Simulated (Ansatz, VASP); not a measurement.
Given: the input of a run of Ansatz 0.2.0 on B.

input

```
crystal:
  lattice:
    - [2.34611, 0.0, 0.0]
    - [0.0, 2.34611, 0.0]
    - [0.0, 0.0, 1.58579]
  atoms:
    - { symbol: B, position: [0.5, 0.5, 0.5] }
hamiltonian:
  xc: { exchange: pbe, correlation: pbe, exx: { coeff: 0.1, omega: 0.2 } }
  pseudopotentials: { kind: paw }
kpoints:
  mp_grid: { grid: [6, 6, 8] }
scf:
  occupations: { method: fermi_dirac, width: 0.05 }
output:
  forces: true
  stress: true
  eigenvalues: true
```

Question: Translate it to VASP 6.6.1. Potentials there: VASP PAW PBE potentials, release 64 (B).

Answer: As run (the cutoff follows the program's own potentials):

Contents of POSCAR:

```
B
1.0
    2.3461100000      0.0000000000      0.0000000000
    0.0000000000      2.3461100000      0.0000000000
    0.0000000000      0.0000000000      1.5857900000
B
1
Direct
    0.5000000000      0.5000000000      0.5000000000
```

The input INCAR.step1:

```
  PREC = Accurate
  ENCUT = 520
  EDIFF = 1E-5
  ISMEAR = -1
  SIGMA = 0.05
  LREAL = False
  LASPH = True
  NELM = 100
  ALGO = Normal
  ISIF = 2
  LWAVE = True
  LCHARG = False
  NBANDS = 8
  GGA = PE
```

Contents of INCAR.step2:

```
  PREC = Accurate
  ENCUT = 520
  EDIFF = 1E-7
  ISMEAR = -1
  SIGMA = 0.05
  LREAL = False
  LASPH = True
  NELM = 100
  ALGO = Normal
  ISIF = 2
  LWAVE = False
  LCHARG = False
  GGA = PE
  LHFCALC = True
  AEXX = 0.1
  HFSCREEN = 0.2
  PRECFOCK = Normal
  NBANDS = 8
  ISTART = 1
```

Contents of KPOINTS:

```
regular mesh
0
Gamma
  6 6 8
```

Potentials or basis: VASP PAW PBE potentials, release 64 (B).

Command:

```bash
$ cat potpaw_PBE.64/B/POTCAR > POTCAR
$ cp INCAR.step1 INCAR
$ mpirun -np 1 vasp_std > vasp.out
$ cp INCAR.step2 INCAR
$ mpirun -np 1 vasp_std > vasp.out
```

Both were run:

|  | VASP | Ansatz | Ansatz less VASP |
| --- | --- | --- | --- |
| gap on the k mesh at the Fermi level (eV) | none | none | - |
| pressure (GPa) | -0.3 | -0.2 | +0.13 |
| traceless stress, the component that is largest in VASP (GPa) | -2.86 | -2.87 | -0.010 |

VASP's potentials were made for PBE, not for PBE-based screened hybrid. A gap of «none» marks a metal or a gap that the smearing closes. The functional is the same, so the differences come from potentials, cutoffs and numerics.

The k mesh is coarse, so the values compare programs but aren't converged.
